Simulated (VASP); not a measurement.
Crystal: ZnS.

```
CELL_PARAMETERS angstrom
0.00000 2.70200 2.70200
2.70200 0.00000 2.70200
2.70200 2.70200 0.00000
ATOMIC_POSITIONS crystal
Zn 0.25000 0.25000 0.25000
S 0.00000 0.00000 0.00000
```

| Quantity | Value |
| --- | --- |
| Program | VASP 6.6.1 |
| Task | relaxation of cell and atoms |
| Functional | PBE |
| Potentials or basis | VASP PAW PBE potentials, release 64 (Zn, S) |
| Cutoff | 600 eV |
| k mesh | 8 × 8 × 8 |
| Occupations | fermi-dirac, width 0.02 eV |
| Spin | no spin polarisation |

At the start: pressure 1.8 GPa; volume 19.73 Å³/atom.

Where does the relaxation end?

Over 3 steps the energy falls by 2.6 meV/atom and the volume is 20.20 Å³/atom (+2.4 %); space group F-43m (No. 216, to 0.1 Å) before and after.

The path:
```
step  energy change (eV)  largest force (eV/Å)  pressure (GPa)  volume (Å³)
   1              0.0000                0.0000            1.79        39.45
   2             -0.0046                0.0000           -0.52        40.72
   3             -0.0051                0.0000            0.06        40.40
```

Final structure:
```
Zn S
1.0
     0.00000    2.72353    2.72353
     2.72353    0.00000    2.72353
     2.72353    2.72353    0.00000
Zn S
1 1
Cartesian
  1.3618 1.3618 1.3618
  0.0000 0.0000 0.0000
```
